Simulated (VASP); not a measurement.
# Cd (Pm-3m) in VASP: further runs

The runs below take Cd through single point, relaxation of cell and atoms, with PBEsol.

Everything below comes from runs of VASP 6.6.1. Logs are shortened: lines on timing, memory, paths and dates and some standing lists are left out, and cuts for length are marked.

## 1. The cell of the first run

It takes space group Pm-3m (No. 221, cubic). The conventional cell has a = 2.904 Å, b = 2.904 Å, c = 2.904 Å, α = 90.00°, β = 90.00°, γ = 90.00°. Within 3.8 Å of Cd (site symmetry m-3m) lie 6 Cd at 2.90 Å.

This isn't the form of Cd at room conditions, which is hcp.

## 2. Single point, PBEsol (24.49 Å³/atom)

INCAR reads:

```
PREC = Accurate ; ENCUT = 520
EDIFF = 1E-6 ; ISMEAR = -1
SIGMA = 0.1 ; LREAL = False
LASPH = True ; NELM = 60
ALGO = Normal ; ISIF = 2
LWAVE = False ; LCHARG = True
GGA = PS ; LELF = True
LVHAR = True ; NBANDS = 12
```

KPOINTS reads:

```
Automatic mesh
0
Gamma
  12 12 12
```

POSCAR reads:

```
Cd
1.0
    2.9039510487      0.0000000000      0.0000000000
    0.0000000000      2.9039510487      0.0000000000
    0.0000000000      0.0000000000      2.9039510487
Cd
1
Direct
    0.0000000000      0.0000000000      0.0000000000
```

Potentials or basis: VASP PAW PBE potentials, release 64 (Cd).

Started as:

```
cat potpaw_PBE.64/Cd/POTCAR > POTCAR
mpirun -np 1 vasp_std > vasp.out
```

OUTCAR:

```text
PREC = Accurate
   ENCUT = 520
   EDIFF = 1E-6
   ISMEAR = -1
   LREAL = False
   LASPH = True
   NELM = 60
   ISIF = 2
   GGA = PS

 ion  position               nearest neighbor table
   1  0.000  0.000  0.000-

  LATTYP: Found a simple cubic cell.
 ALAT       =     2.9039510487

  Lattice vectors:

 A1 = (   2.9039510487,   0.0000000000,   0.0000000000)
 A2 = (   0.0000000000,   2.9039510487,   0.0000000000)
 A3 = (   0.0000000000,   0.0000000000,   2.9039510487)

Analysis of symmetry for initial positions (statically):
=====================================================================
 Subroutine PRICEL returns:
 Original cell was already a primitive cell.

 Routine SETGRP: Setting up the symmetry group for a
 simple cubic supercell.

 Subroutine GETGRP returns: Found 48 space group operations
 (whereof 48 operations were pure point group operations)
 out of a pool of 48 trial point group operations.

The static configuration has the point symmetry O_h .

Analysis of symmetry for dynamics (positions and initial velocities):
=====================================================================
 Subroutine PRICEL returns:
 Original cell was already a primitive cell.

 Routine SETGRP: Setting up the symmetry group for a
 simple cubic supercell.

 Subroutine GETGRP returns: Found 48 space group operations
 (whereof 48 operations were pure point group operations)
 out of a pool of 48 trial point group operations.

The dynamic configuration has the point symmetry O_h .

 Subroutine INISYM returns: Found 48 space group operations
 (whereof 48 operations are pure point group operations),
 and found     1 'primitive' translations

----------------------------------------------------------------------------------------

                                     Primitive cell

  volume of cell :      24.4888

  direct lattice vectors                    reciprocal lattice vectors
     2.903951049  0.000000000  0.000000000     0.344358422  0.000000000  0.000000000
     0.000000000  2.903951049  0.000000000     0.000000000  0.344358422  0.000000000
     0.000000000  0.000000000  2.903951049     0.000000000  0.000000000  0.344358422

  length of vectors
     2.903951049  2.903951049  2.903951049     0.344358422  0.344358422  0.344358422

  position of ions in fractional coordinates (direct lattice)
     0.000000000  0.000000000  0.000000000

  ion indices of the primitive-cell ions
   primitive index   ion index
                 1           1

----------------------------------------------------------------------------------------

 KPOINTS: Automatic mesh

Automatic generation of k-mesh.
 Grid dimensions read from file:
 generate k-points for:   12   12   12

 Generating k-lattice:

  Cartesian coordinates                     Fractional coordinates (reciprocal lattice)
     0.028696535  0.000000000  0.000000000     0.083333333  0.000000000  0.000000000
     0.000000000  0.028696535  0.000000000     0.000000000  0.083333333  0.000000000
     0.000000000  0.000000000  0.028696535     0.000000000  0.000000000  0.083333333

  Length of vectors
     0.028696535  0.028696535  0.028696535

  Shift w.r.t. Gamma in fractional coordinates (k-lattice)
     0.000000000  0.000000000  0.000000000

 Subroutine IBZKPT returns following result:
 ===========================================

 Found     84 irreducible k-points:

 Following reciprocal coordinates:
            Coordinates               Weight
  0.000000  0.000000  0.000000      1.000000
  0.083333  0.000000  0.000000      6.000000
  0.166667  0.000000  0.000000      6.000000
  0.250000  0.000000  0.000000      6.000000
  0.333333  0.000000  0.000000      6.000000
  0.416667  0.000000  0.000000      6.000000
[... 16 lines left out ...]
  0.333333  0.333333  0.000000     12.000000
  0.416667  0.333333  0.000000     24.000000
 [... further k-points ...]
   k-points           NKPTS =     84   k-points in BZ     NKDIM =     84   number of bands    NBANDS=     12
   number of dos      NEDOS =    301   number of ions     NIONS =      1
   total plane-waves  NPLWV =  13824
   dimension x,y,z NGX =    24 NGY =   24 NGZ =   24
   dimension x,y,z NGXF=    48 NGYF=   48 NGZF=   48
   ions per type =               1
   NGX,Y,Z   is equivalent  to a cutoff of  13.74, 13.74, 13.74 a.u.
   NGXF,Y,Z  is equivalent  to a cutoff of  27.48, 27.48, 27.48 a.u.
 SYSTEM =  unknown system
   PREC   = accura    normal or accurate (medium, high low for compatibility)
   ISTART =      0    job   : 0-new  1-cont  2-samecut
   ICHARG =      2    charge: 1-file 2-atom 10-const
   ISPIN  =      1    spin polarized calculation?
   LNONCOLLINEAR =      F non collinear calculations
   LSORBIT =      F    spin-orbit coupling
   LASPH  =      T    aspherical Exc in radial PAW
   ENCUT  =  520.0 eV  38.22 Ry    6.18 a.u.   5.40  5.40  5.40*2*pi/ulx,y,z
   NELM   =     60;   NELMIN=  2; NELMDL= -5     # of ELM steps
   EDIFF  = 0.1E-05   stopping-criterion for ELM
   LREAL  =      F    real-space projection
   EDIFFG = 0.1E-04   stopping-criterion for IOM
   NSW    =      0    number of steps for IOM
   IBRION =     -1    ionic relax: 0-MD 1-quasi-New 2-CG
   NFREE  =      0    steps in history (QN), initial steepest desc. (CG)
   ISIF   =      2    stress and relaxation
   ISYM   =      2    0-nonsym 1-usesym 2-fastsym
   POTIM  = 0.5000    time-step for ionic-motion
   TEBEG  =    0.0;   TEEND  =   0.0 temperature during run
   PSTRESS=    0.0 pullay stress
   NELECT =      12.0000    total number of electrons
   NUPDOWN=      -1.0000    fix difference up-down
   EMIN   =  10.00;   EMAX   =-10.00  energy-range for DOS
   EFERMI =   0.00;   METHOD = LEGACY
   ISMEAR =    -1;   SIGMA  =   0.10  broadening in eV -4-tet -1-fermi 0-gaus
   EFERMI_NEDOS =   21; number of points for ismear=-14 and -15
   IALGO  =     38    algorithm
   IMIX   =      4    mixing-type and parameters
     AMIX     =   0.40;   BMIX     =  1.00
     AMIX_MAG =   1.60;   BMIX_MAG =  1.00
  volume/ion in A,a.u.               =      24.49       165.26
  Fermi-wavevector in a.u.,A,eV,Ry     =   1.290662  2.438998 22.664709  1.665809
  Thomas-Fermi vector in A             =   2.422480
   LORBIT       =      0    0 simple, 1 ext, 2 COOP (PROOUT), +10 PAW based schemes
   GGA     = PS    functional components
   LHFCALC =     F    Hartree Fock is set to
   AEXX    =    0.0000 exact exchange contribution
   IVDW    =     0    specifies the selected vdW correction
   LEPSILON=     F    determine dielectric tensor
   LRPA    =     F    only Hartree local field effects (RPA)
 non-spin polarized calculation
  energy-cutoff  :      520.00
  volume of cell :       24.49
 maximum number of plane-waves:       691
 NGX is ok and might be reduce to    24
   NGX = 11   NGY = 11   NGZ = 11

 number of electron      11.9999993 magnetization

 Free energy of the ion-electron system (eV)
  ---------------------------------------------------
  ext. energy  EPLUGINS =         0.00000000
  ---------------------------------------------------
  free energy    TOTEN  =        -1.01560713 eV

  energy without entropy =       -0.99965188  energy(sigma->0) =       -1.00762951

 E-fermi :   1.7823     XC(G=0): -10.4857

 val. band max:        1.7152425712   @ k =   0.4167   0.1667   0.0000
 cond. band min:       1.8494378557   @ k =   0.5000   0.3333   0.2500
 fundamental gap:      0.1341952845
 Fermi energy:         1.7822782177

 k-point     1 :       0.0000    0.0000    0.0000
  band No.  band energies     occupation
      1      -7.9152      2.00000
      2      -7.9152      2.00000
      3      -6.3169      2.00000
      4      -6.3169      2.00000
      5      -6.3169      2.00000
      6      -6.2169      2.00000
      7      12.0783      0.00000
      8      12.0783      0.00000
      9      12.0783      0.00000
     10      15.7787      0.00000
     11      15.7787      0.00000
     12      16.6666      0.00000

 k-point     2 :       0.0833    0.0000    0.0000
  band No.  band energies     occupation
      1      -7.9061      2.00000
      2      -7.8538      2.00000
      3      -6.3504      2.00000
      4      -6.3504      2.00000
      5      -6.3141      2.00000
      6      -6.0793      2.00000
      7      10.5350      0.00000
      8      12.2536      0.00000
      9      12.2536      0.00000
     10      15.8175      0.00000
     11      16.2977      0.00000
     12      17.9245      0.00000

 k-point     3 :       0.1667    0.0000    0.0000
  band No.  band energies     occupation
      1      -7.8811      2.00000
      2      -7.6998      2.00000
      3      -6.4407      2.00000
      4      -6.4407      2.00000
      5      -6.3064      2.00000
      6      -5.6473      2.00000
      7       8.0630      0.00000
      8      12.7645      0.00000
      9      12.7645      0.00000
     10      15.9333      0.00000
     11      16.5063      0.00000
     12      20.8731      0.00000
[... 286 lines left out ...]
 k-point    23 :       0.3333    0.3333    0.0000
  band No.  band energies     occupation
      1      -7.5260      2.00000
      2      -7.3169      2.00000
      3      -6.6367      2.00000
      4      -6.6188      2.00000
      5      -6.5462      2.00000
      6      -1.6477      2.00000
      7       4.5445      0.00000
      8       6.4199      0.00000
      9      12.2071      0.00000
     10      17.2058      0.00000
     11      18.0576      0.00000
     12      21.5879      0.00000

 k-point    24 :       0.4167    0.3333    0.0000
  band No.  band energies     occupation
      1      -7.4879      2.00000
      2      -7.4443      2.00000
      3      -6.7081      2.00000
      4      -6.6149      2.00000
      5      -6.3367      2.00000
      6      -0.3990      2.00000
      7       3.0677      0.00001
      8       6.8679      0.00000
      9      10.5015      0.00000
     10      18.4149      0.00000
     11      18.6600      0.00000
     12      20.9590      0.00000

 [... further k-points ...]
[... 5 lines left out ...]
  --------------------------------------------------------------------------------------
  -------------------------------------------------------------------------------------
  Total        0.0589765      0.0589765      0.0589765      0.0000000      0.0000000     -0.0000000
  in kB        3.8585310      3.8585310      3.8585310      0.0000000      0.0000000     -0.0000000
  external PRESSURE =       3.8585310 kB  Pullay stress =       0.0000000 kB

 VOLUME and BASIS-vectors are now :
 -----------------------------------------------------------------------------
  energy-cutoff  :      520.00
  volume of cell :       24.49
      direct lattice vectors                 reciprocal lattice vectors
     2.903951049  0.000000000  0.000000000     0.344358422  0.000000000  0.000000000
     0.000000000  2.903951049  0.000000000     0.000000000  0.344358422  0.000000000
     0.000000000  0.000000000  2.903951049     0.000000000  0.000000000  0.344358422

 POSITION                                       TOTAL-FORCE (eV/Angst)
 -----------------------------------------------------------------------------------
      0.00000      0.00000      0.00000         0.000000      0.000000      0.000000
 -----------------------------------------------------------------------------------
    total drift:                                0.000000     -0.000000      0.000000

  FREE ENERGIE OF THE ION-ELECTRON SYSTEM (eV)
  ---------------------------------------------------
  free  energy   TOTEN  =        -1.0156071344 eV

  energy  without entropy=       -0.9996518847  energy(sigma->0) =       -1.00762951
```

Wall time 7.6 s (1 thread of Intel Xeon Platinum 8488C (Sapphire Rapids), shared host); peak memory 0.15 GiB.

Results:

```yaml
Free_energy: -1.0156 eV
Pressure: 0.4 GPa
Band_gap_on_the_k_mesh: zero (bands 6 and 7 overlap by 7.12 eV)
```

Levels at points of the mesh, in eV from the Fermi level:
| k point | band 4 | band 5 | band 6 | band 7 | band 8 | band 9 |
| --- | --- | --- | --- | --- | --- | --- |
| (0.00, 0.00, 0.00) | -8.10 | -8.10 | -8.00 | 10.30 | 10.30 | 10.30 |
| (0.50, 0.00, 0.00) | -8.58 | -8.06 | -2.65 | -2.38 | 14.43 | 14.43 |
| (0.50, 0.50, 0.00) | -8.50 | -7.67 | 1.14 | 1.14 | 2.21 | 5.86 |
| (0.50, 0.50, 0.50) | -7.65 | -7.65 | 4.74 | 4.74 | 4.74 | 8.21 |

Caveat: the PAW data sets were made with another functional, which shifts forces and pressure a little.

(Part 1 of 3 ends here.)
